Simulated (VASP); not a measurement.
# AgBr (Fm-3m) in VASP: notebook

Runs on AgBr. Level: PBE. Tasks: single point, relaxation of cell and atoms.

Everything below comes from runs of VASP 6.6.1. Logs are shortened: lines on timing, memory, paths and dates and some standing lists are left out, and cuts for length are marked.

**1. The cell of the first run**

The structure is cubic, space group Fm-3m (No. 225). Conventional cell: a = 5.772 Å, b = 5.772 Å, c = 5.772 Å, α = 90.00°, β = 90.00°, γ = 90.00°. Within 3.8 Å of Ag (site symmetry m-3m) lie 6 Br at 2.89 Å. Br (site symmetry m-3m) has 6 Ag at 2.89 Å within 3.8 Å.

**2. Single point, PBE**

File INCAR:

```
SYSTEM = AgBr
  PREC = Accurate
  ENCUT = 500
  EDIFF = 1E-6
  ISMEAR = 0
  SIGMA = 0.1
  LREAL = .False.
  LASPH = .True.
  NELM = 120
  ALGO = Normal
  ISIF = 2
  LWAVE = .False.
  LCHARG = .False.
  GGA = PE
  NBANDS = 16
  GGA_COMPAT = .False.
```

File KPOINTS:

```
Automatic mesh
0
Gamma
  6 6 6
  0 0 0
```

File POSCAR:

```
AgBr
1.0
    0.0000000000     -2.8860500000     -2.8860500000
    2.8860500000      0.0000000000     -2.8860500000
    2.8860500000     -2.8860500000      0.0000000000
Ag Br
1 1
Direct
    0.0000000000      0.0000000000      0.0000000000
    0.5000000000      0.5000000000      0.5000000000
```

Potentials or basis: VASP PAW PBE potentials, release 64 (Ag, Br).

The run is started by

```
> cat potpaw_PBE.64/Ag/POTCAR potpaw_PBE.64/Br/POTCAR > POTCAR
> mpirun -np 1 vasp_std > vasp.out
```

OUTCAR:

```text
SYSTEM = AgBr
   PREC = Accurate
   ENCUT = 500
   EDIFF = 1E-6
   ISMEAR = 0
   LREAL = .False.
   LASPH = .True.
   NELM = 120
   ISIF = 2
   GGA = PE

 ion  position               nearest neighbor table
   1  0.000  0.000  0.000-   2 2.89   2 2.89   2 2.89   2 2.89   2 2.89   2 2.89
   2  0.500  0.500  0.500-   1 2.89   1 2.89   1 2.89   1 2.89   1 2.89   1 2.89

  LATTYP: Found a face centered cubic cell.
 ALAT       =     5.7721000000

  Lattice vectors:

 A1 = (   0.0000000000,  -2.8860500000,  -2.8860500000)
 A2 = (   2.8860500000,   0.0000000000,  -2.8860500000)
 A3 = (   2.8860500000,  -2.8860500000,   0.0000000000)

Analysis of symmetry for initial positions (statically):
=====================================================================
 Subroutine PRICEL returns:
 Original cell was already a primitive cell.

 Routine SETGRP: Setting up the symmetry group for a
 face centered cubic supercell.

 Subroutine GETGRP returns: Found 48 space group operations
 (whereof 48 operations were pure point group operations)
 out of a pool of 48 trial point group operations.

The static configuration has the point symmetry O_h .

Analysis of symmetry for dynamics (positions and initial velocities):
=====================================================================
 Subroutine PRICEL returns:
 Original cell was already a primitive cell.

 Routine SETGRP: Setting up the symmetry group for a
 face centered cubic supercell.

 Subroutine GETGRP returns: Found 48 space group operations
 (whereof 48 operations were pure point group operations)
 out of a pool of 48 trial point group operations.

The dynamic configuration has the point symmetry O_h .

 Subroutine INISYM returns: Found 48 space group operations
 (whereof 48 operations are pure point group operations),
 and found     1 'primitive' translations

----------------------------------------------------------------------------------------

                                     Primitive cell

  volume of cell :      48.0775

  direct lattice vectors                    reciprocal lattice vectors
     0.000000000 -2.886050000 -2.886050000    -0.173247172 -0.173247172 -0.173247172
     2.886050000  0.000000000 -2.886050000     0.173247172  0.173247172 -0.173247172
     2.886050000 -2.886050000  0.000000000     0.173247172 -0.173247172  0.173247172

  length of vectors
     4.081491052  4.081491052  4.081491052     0.300072904  0.300072904  0.300072904

  position of ions in fractional coordinates (direct lattice)
     0.000000000  0.000000000  0.000000000
     0.500000000  0.500000000  0.500000000

  ion indices of the primitive-cell ions
   primitive index   ion index
                 1           1
                 2           2

----------------------------------------------------------------------------------------

 KPOINTS: Automatic mesh

Automatic generation of k-mesh.
 Grid dimensions read from file:
 generate k-points for:    6    6    6

 Generating k-lattice:

  Cartesian coordinates                     Fractional coordinates (reciprocal lattice)
    -0.028874529 -0.028874529 -0.028874529     0.166666667  0.000000000  0.000000000
     0.028874529  0.028874529 -0.028874529     0.000000000  0.166666667  0.000000000
     0.028874529 -0.028874529  0.028874529     0.000000000  0.000000000  0.166666667

  Length of vectors
     0.050012151  0.050012151  0.050012151

  Shift w.r.t. Gamma in fractional coordinates (k-lattice)
     0.000000000  0.000000000  0.000000000

 Subroutine IBZKPT returns following result:
 ===========================================

 Found     16 irreducible k-points:

 Following reciprocal coordinates:
            Coordinates               Weight
  0.000000  0.000000  0.000000      1.000000
  0.166667  0.000000  0.000000      8.000000
  0.333333  0.000000  0.000000      8.000000
  0.500000  0.000000  0.000000      4.000000
  0.166667  0.166667  0.000000      6.000000
  0.333333  0.166667  0.000000     24.000000
[... 8 lines left out ...]
 -0.333333  0.333333  0.166667     24.000000
 -0.333333  0.500000  0.166667     12.000000
   k-points           NKPTS =     16   k-points in BZ     NKDIM =     16   number of bands    NBANDS=     16
   number of dos      NEDOS =    301   number of ions     NIONS =      2
   total plane-waves  NPLWV =  27000
   dimension x,y,z NGX =    30 NGY =   30 NGZ =   30
   dimension x,y,z NGXF=    60 NGYF=   60 NGZF=   60
   ions per type =               1   1
   NGX,Y,Z   is equivalent  to a cutoff of  12.22, 12.22, 12.22 a.u.
   NGXF,Y,Z  is equivalent  to a cutoff of  24.44, 24.44, 24.44 a.u.
 SYSTEM =  AgBr
   PREC   = accura    normal or accurate (medium, high low for compatibility)
   ISTART =      0    job   : 0-new  1-cont  2-samecut
   ICHARG =      2    charge: 1-file 2-atom 10-const
   ISPIN  =      1    spin polarized calculation?
   LNONCOLLINEAR =      F non collinear calculations
   LSORBIT =      F    spin-orbit coupling
   LASPH  =      T    aspherical Exc in radial PAW
   ENCUT  =  500.0 eV  36.75 Ry    6.06 a.u.   7.44  7.44  7.44*2*pi/ulx,y,z
   NELM   =    120;   NELMIN=  2; NELMDL= -5     # of ELM steps
   EDIFF  = 0.1E-05   stopping-criterion for ELM
   LREAL  =      F    real-space projection
   EDIFFG = 0.1E-04   stopping-criterion for IOM
   NSW    =      0    number of steps for IOM
   IBRION =     -1    ionic relax: 0-MD 1-quasi-New 2-CG
   NFREE  =      0    steps in history (QN), initial steepest desc. (CG)
   ISIF   =      2    stress and relaxation
   ISYM   =      2    0-nonsym 1-usesym 2-fastsym
   POTIM  = 0.5000    time-step for ionic-motion
   TEBEG  =    0.0;   TEEND  =   0.0 temperature during run
   PSTRESS=    0.0 pullay stress
   NELECT =      18.0000    total number of electrons
   NUPDOWN=      -1.0000    fix difference up-down
   EMIN   =  10.00;   EMAX   =-10.00  energy-range for DOS
   EFERMI =   0.00;   METHOD = LEGACY
   ISMEAR =     0;   SIGMA  =   0.10  broadening in eV -4-tet -1-fermi 0-gaus
   EFERMI_NEDOS =   21; number of points for ismear=-14 and -15
   IALGO  =     38    algorithm
   IMIX   =      4    mixing-type and parameters
     AMIX     =   0.40;   BMIX     =  1.00
     AMIX_MAG =   1.60;   BMIX_MAG =  1.00
  volume/ion in A,a.u.               =      24.04       162.22
  Fermi-wavevector in a.u.,A,eV,Ry     =   1.179918  2.229722 18.942118  1.392206
  Thomas-Fermi vector in A             =   2.316220
   LORBIT       =      0    0 simple, 1 ext, 2 COOP (PROOUT), +10 PAW based schemes
   GGA     = PE    functional components
   LHFCALC =     F    Hartree Fock is set to
   AEXX    =    0.0000 exact exchange contribution
   IVDW    =     0    specifies the selected vdW correction
   LEPSILON=     F    determine dielectric tensor
   LRPA    =     F    only Hartree local field effects (RPA)
 non-spin polarized calculation
 Gauss-broadening in eV      SIGMA  =   0.10
  energy-cutoff  :      500.00
  volume of cell :       48.08
 maximum number of plane-waves:      1243
 NGX is ok and might be reduce to    30
   NGX = 15   NGY = 15   NGZ = 15

 number of electron      18.0000004 magnetization

 Free energy of the ion-electron system (eV)
  ---------------------------------------------------
  ext. energy  EPLUGINS =         0.00000000
  ---------------------------------------------------
  free energy    TOTEN  =        -4.99137284 eV

  energy without entropy =       -4.99137282  energy(sigma->0) =       -4.99137283

 E-fermi :   3.7724     XC(G=0):  -9.7758

 val. band max:        3.4201949958   @ k =   0.5000   0.0000   0.0000
 cond. band min:       4.0949180790   @ k =   0.0000   0.0000   0.0000
 fundamental gap:      0.6747230832
 Fermi energy:         3.7724017521

 k-point     1 :       0.0000    0.0000    0.0000
  band No.  band energies     occupation
      1     -11.5548      2.00000
      2       0.6917      2.00000
      3       0.6917      2.00000
      4       0.6917      2.00000
      5       0.6918      2.00000
      6       0.6918      2.00000
[... 8 lines left out ...]
     15      15.1401      0.00000
     16      15.1401      0.00000

 k-point     2 :       0.1667    0.0000    0.0000
  band No.  band energies     occupation
      1     -11.4551      2.00000
      2       0.0484      2.00000
      3       0.1256      2.00000
      4       0.1256      2.00000
      5       0.7625      2.00000
      6       0.7625      2.00000
[... 8 lines left out ...]
     15      14.3565      0.00000
     16      14.6214      0.00000

 k-point     3 :       0.3333    0.0000    0.0000
  band No.  band energies     occupation
      1     -11.2424      2.00000
      2      -1.2029      2.00000
      3      -0.4453      2.00000
      4      -0.4453      2.00000
      5       0.9093      2.00000
      6       0.9093      2.00000
[... 8 lines left out ...]
     15      15.4335      0.00000
     16      15.4335      0.00000

 k-point     4 :       0.5000    0.0000    0.0000
  band No.  band energies     occupation
      1     -11.1283      2.00000
      2      -1.7146      2.00000
      3      -0.6515      2.00000
      4      -0.6515      2.00000
      5       0.9856      2.00000
      6       0.9856      2.00000
[... 8 lines left out ...]
     15      16.5964      0.00000
     16      16.5964      0.00000
[... 172 lines left out ...]
 k-point    14 :       0.5000    0.3333    0.1667
  band No.  band energies     occupation
      1     -11.1448      2.00000
      2      -1.1233      2.00000
      3      -0.4434      2.00000
      4      -0.1012      2.00000
      5       0.8792      2.00000
      6       0.9861      2.00000
[... 8 lines left out ...]
     15      17.2371      0.00000
     16      18.4616      0.00000

 k-point    15 :      -0.3333    0.3333    0.1667
  band No.  band energies     occupation
      1     -11.0832      2.00000
      2      -1.0266      2.00000
      3      -0.4984      2.00000
      4      -0.4711      2.00000
      5       0.9413      2.00000
      6       1.0049      2.00000
[... 8 lines left out ...]
     15      16.1351      0.00000
     16      18.0403      0.00000

 k-point    16 :      -0.3333    0.5000    0.1667
  band No.  band energies     occupation
      1     -11.0755      2.00000
      2      -0.6044      2.00000
      3      -0.4843      2.00000
      4      -0.1553      2.00000
      5       1.0859      2.00000
      6       1.0892      2.00000
[... 8 lines left out ...]
     15      17.0403      0.00000
     16      18.2395      0.00000

------------------------ aborting loop because EDIFF is reached ----------------------------------------

  FORCE on cell =-STRESS in cart. coord.  units (eV):
  Direction    XX          YY          ZZ          XY          YZ          ZX
  --------------------------------------------------------------------------------------
  -------------------------------------------------------------------------------------
  Total        0.4490585      0.4490585      0.4490585     -0.0000000      0.0000000      0.0000000
  in kB       14.9648358     14.9648358     14.9648358     -0.0000000      0.0000000      0.0000000
  external PRESSURE =      14.9648358 kB  Pullay stress =       0.0000000 kB

 VOLUME and BASIS-vectors are now :
 -----------------------------------------------------------------------------
  energy-cutoff  :      500.00
  volume of cell :       48.08
      direct lattice vectors                 reciprocal lattice vectors
     0.000000000 -2.886050000 -2.886050000    -0.173247172 -0.173247172 -0.173247172
     2.886050000  0.000000000 -2.886050000     0.173247172  0.173247172 -0.173247172
     2.886050000 -2.886050000  0.000000000     0.173247172 -0.173247172  0.173247172

 POSITION                                       TOTAL-FORCE (eV/Angst)
 -----------------------------------------------------------------------------------
      0.00000      0.00000      0.00000         0.000000      0.000000      0.000000
      2.88605     -2.88605     -2.88605         0.000000      0.000000     -0.000000
 -----------------------------------------------------------------------------------
    total drift:                               -0.000000     -0.000000     -0.000000

  FREE ENERGIE OF THE ION-ELECTRON SYSTEM (eV)
  ---------------------------------------------------
  free  energy   TOTEN  =        -4.9913728373 eV

  energy  without entropy=       -4.9913728207  energy(sigma->0) =       -4.99137283
```

Wall time 18 s (1 thread of Intel Xeon 8259CL, shared host); peak memory 0.17 GiB.

Results:

* Free energy: -4.9914 eV
* Pressure: 1.5 GPa
* Band gap on the k mesh: 0.67 eV (least direct gap 2.55 eV)

Caveat: semilocal functionals underestimate gaps, and a narrow one can read as zero. As with any semilocal functional, this PBE gap is likely too small.

**3. Single point, PBE**

This run uses another cell than the first one, of 24.92 Å³/atom.

File INCAR:

```
SYSTEM = AgBr
PREC = Accurate ; ENCUT = 500
EDIFF = 1E-6 ; ISMEAR = 0
SIGMA = 0.02 ; LREAL = .False.
LASPH = .True. ; NELM = 120
ALGO = Normal ; ISIF = 2
LWAVE = .False. ; LCHARG = .False.
GGA = PE ; NBANDS = 16
GGA_COMPAT = .False.
```

File KPOINTS:

```
regular mesh
0
Gamma
  8 8 8
  0 0 0
```

File POSCAR:

```
AgBr
1.0
    0.0000000000     -2.9209616303     -2.9209616303
    2.9209616303      0.0000000000     -2.9209616303
    2.9209616303     -2.9209616303      0.0000000000
Ag Br
1 1
Direct
    0.0000000000      0.0000000000      0.0000000000
    0.5000000000      0.5000000000      0.5000000000
```

Potentials or basis: VASP PAW PBE potentials, release 64 (Ag, Br).

The run is started by

```
> cat potpaw_PBE.64/Ag/POTCAR potpaw_PBE.64/Br/POTCAR > POTCAR
> mpirun -np 1 vasp_std > vasp.out
```

Run time: 28 s. Hardware: 1 thread of Intel Xeon 8259CL, shared host; peak memory 0.18 GiB.

It converged, with:

| Property | Result |
| --- | --- |
| Free energy | -5.0003 eV |
| Pressure | -0.1 GPa |
| Band gap on the k mesh | 0.69 eV (least direct gap 2.44 eV) |

Levels at points of the mesh, in eV from the valence-band top:
```csv
k point,band 5,band 6,band 7,band 8,band 9,band 10,band 11,band 12,band 13,band 14
"(0.00, 0.00, 0.00)",-2.58,-2.58,-1.75,-1.75,-1.75,0.69,9.93,9.93,9.93,11.25
"(0.50, 0.00, 0.00)",-2.32,-2.32,-2.00,0.00,0.00,3.88,6.29,6.86,6.86,12.13
"(0.50, 0.50, 0.00)",-2.57,-2.44,-2.23,-2.23,-2.16,1.71,7.15,8.85,10.79,10.79
```

Caveat: semilocal functionals underestimate gaps, and a narrow one can read as zero. A k mesh can miss the band edges.

**4. Relaxation of cell and atoms, PBE**

File INCAR:

```
SYSTEM = AgBr
PREC = Accurate
ENCUT = 500
EDIFF = 1E-7
ISMEAR = 0
SIGMA = 0.02
LREAL = .FALSE.
LASPH = .TRUE.
NELM = 120
ALGO = Normal
ISIF = 3
LWAVE = .FALSE.
LCHARG = .FALSE.
GGA = PE
IBRION = 2
NSW = 100
EDIFFG = -0.005
GGA_COMPAT = .FALSE.
NELMIN = 4
```

File KPOINTS:

```
regular mesh
0
G
  8 8 8
  0 0 0
```

File POSCAR:

```
AgBr
1.0
    0.0000000000     -2.8860500000     -2.8860500000
    2.8860500000      0.0000000000     -2.8860500000
    2.8860500000     -2.8860500000      0.0000000000
Ag Br
1 1
Direct
    0.0000000000      0.0000000000      0.0000000000
    0.5000000000      0.5000000000      0.5000000000
```

Potentials or basis: VASP PAW PBE potentials, release 64 (Ag, Br).

The run is started by

```
> cat potpaw_PBE.64/Ag/POTCAR potpaw_PBE.64/Br/POTCAR > POTCAR
> mpirun -np 1 vasp_std > vasp.out
```

OUTCAR:

```text
SYSTEM = AgBr
   PREC = Accurate
   ENCUT = 500
   EDIFF = 1E-7
   ISMEAR = 0
   LREAL = .FALSE.
   LASPH = .TRUE.
   NELM = 120
   ISIF = 3
   GGA = PE
   IBRION = 2
   NSW = 100
   EDIFFG = -0.005
   NELMIN = 4

 ion  position               nearest neighbor table
   1  0.000  0.000  0.000-   2 2.89   2 2.89   2 2.89   2 2.89   2 2.89   2 2.89
   2  0.500  0.500  0.500-   1 2.89   1 2.89   1 2.89   1 2.89   1 2.89   1 2.89

  LATTYP: Found a face centered cubic cell.
 ALAT       =     5.7721000000

  Lattice vectors:

 A1 = (   0.0000000000,  -2.8860500000,  -2.8860500000)
 A2 = (   2.8860500000,   0.0000000000,  -2.8860500000)
 A3 = (   2.8860500000,  -2.8860500000,   0.0000000000)

Analysis of symmetry for initial positions (statically):
[... 270 lines left out ...]
      5       0.4175      2.00000
      6       0.4175      2.00000
      7       1.2539      2.00000
      8       1.2539      2.00000
      9       1.2539      2.00000
     10       3.6933      0.00000
     11      12.9332      0.00000
     12      12.9332      0.00000
     13      12.9332      0.00000
[... 354 lines left out ...]
  band No.  band energies     occupation
      1     -11.3421      2.00000
      2      -1.4438      2.00000
      3      -0.7547      2.00000
      4      -0.7369      2.00000
      5       0.6421      2.00000
      6       0.6931      2.00000
      7       0.9589      2.00000
      8       1.8993      2.00000
      9       2.4575      2.00000
     10       7.4355      0.00000
     11       8.3161      0.00000
     12      10.8281      0.00000
     13      10.8571      0.00000

 [... further k-points ...]

------------------------ aborting loop because EDIFF is reached ----------------------------------------

  FORCE on cell =-STRESS in cart. coord.  units (eV):
  Direction    XX          YY          ZZ          XY          YZ          ZX
  --------------------------------------------------------------------------------------
  -------------------------------------------------------------------------------------
  Total       -0.0011974     -0.0011974     -0.0011974      0.0000000      0.0000000      0.0000000
  in kB       -0.0385359     -0.0385359     -0.0385359      0.0000000      0.0000000      0.0000000
  external PRESSURE =      -0.0385359 kB  Pullay stress =       0.0000000 kB
[... 17 lines left out ...]
  FREE ENERGIE OF THE ION-ELECTRON SYSTEM (eV)
  ---------------------------------------------------
  free  energy   TOTEN  =        -5.0000848131 eV

  energy  without entropy=       -5.0000848131  energy(sigma->0) =       -5.00008481

 reached required accuracy - stopping structural energy minimisation
```

It took 54 s on 1 thread of Intel Xeon 8259CL, shared host; peak memory 0.18 GiB.

What came out:

- Free energy: -5.0001 eV
- Relaxed volume: 24.89 Å³/atom
- Relaxed cell: a = 4.129 Å, b = 4.129 Å, c = 4.129 Å, α = 60.00°, β = 60.00°, γ = 60.00°
- Space group after relaxing (to 0.1 Å): Fm-3m (No. 225)
- Energy gained by relaxing: 3.8 meV/atom
- Ionic steps: 3
- Pressure after relaxing: 0.0 GPa
- Band gap on the k mesh: 0.69 eV (least direct gap 2.44 eV)

Step by step:
```tsv
step	energy change (eV)	largest force (eV/Å)	pressure (GPa)	volume (Å³)
1	0.0000	0.0000	1.47	48.08
2	-0.0075	0.0000	0.12	49.63
3	-0.0075	0.0000	0.00	49.78
```

Final structure:
```cif
data_structure
_symmetry_space_group_name_H-M 'P 1'
_symmetry_Int_Tables_number 1
_cell_length_a 4.1292
_cell_length_b 4.1292
_cell_length_c 4.1292
_cell_angle_alpha 60.000
_cell_angle_beta 60.000
_cell_angle_gamma 60.000
_cell_volume 49.78
loop_
_atom_site_label
_atom_site_type_symbol
_atom_site_fract_x
_atom_site_fract_y
_atom_site_fract_z
_atom_site_occupancy
Ag1 Ag 0.00000 0.00000 0.00000 1
Br1 Br 0.50000 0.50000 0.50000 1
```

Caveat: semilocal functionals underestimate gaps, and a narrow one can read as zero.

**5. Summary**

```tsv
task	cell	k mesh	smearing	gap on the mesh (eV)	pressure (GPa)
single point	a = 4.081 Å, angles 60.0°, 2 atoms	6 × 6 × 6	gaussian 0.1 eV	0.67	1.5
single point	a = 4.131 Å, angles 60.0°, 2 atoms	8 × 8 × 8	gaussian 0.02 eV	0.69	-0.1
relaxation of cell and atoms	relaxed from a = 4.081 Å, angles 60.0°, 2 atoms	8 × 8 × 8	gaussian 0.02 eV	0.69	0.0
```

Alike in all rows: level PBE; potentials or basis VASP PAW PBE potentials, release 64 (Ag, Br); no spin polarisation; cutoff (eV) 500.

Caveats: semilocal functionals underestimate gaps, and a narrow one can read as zero.

Absolute energies hang on the potentials; compare differences alone.
